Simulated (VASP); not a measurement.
The system is InAs.

```
CELL_PARAMETERS angstrom
0.00000 2.87730 2.87730
2.87730 0.00000 2.87730
2.87730 2.87730 0.00000
ATOMIC_POSITIONS crystal
In 0.50000 0.50000 0.50000
As 0.00000 0.00000 0.00000
```

Base run:

| Property | Result |
| --- | --- |
| Program | VASP 6.6.1 |
| Functional | PBE |
| Potentials or basis | VASP PAW PBE potentials, release 64 (In_d, As) |
| Cutoff | 520 eV |
| k mesh | 8 × 8 × 8 |
| Occupations | gaussian, width 0.021 eV |
| Spin | no spin polarisation |

Its results: band gap on the k mesh zero (band 9 reaches 6.25 eV, above the bottom of band 10 at 3.69 eV); pressure 0.0 GPa.

Question: After a change of settings the same cell gave: band gap on the k mesh zero (band 9 reaches 6.70 eV, above the bottom of band 10 at 4.18 eV); pressure 4.7 GPa. Which change was it?
A. occupations from gaussian, width 0.021 eV to fermi-dirac, width 0.05 eV; further incar settings from ALGO = Normal; EDIFF = 1e-07; NBANDS = 16 to ALGO = Normal; EDIFF = 1e-08; NBANDS = 16
B. functional from PBE to BLYP; occupations from gaussian, width 0.021 eV to fermi-dirac, width 0.05 eV
C. k mesh from 8 × 8 × 8 to 3 × 3 × 3; occupations from gaussian, width 0.021 eV to fermi-dirac, width 0.03 eV
D. occupations from gaussian, width 0.021 eV to gaussian, width 0.013 eV

Answer: B.

Caveats: spin-orbit coupling is left out, which moves the levels of the heavy elements; the PAW data sets were made with another functional, which shifts forces and pressure a little (some runs).
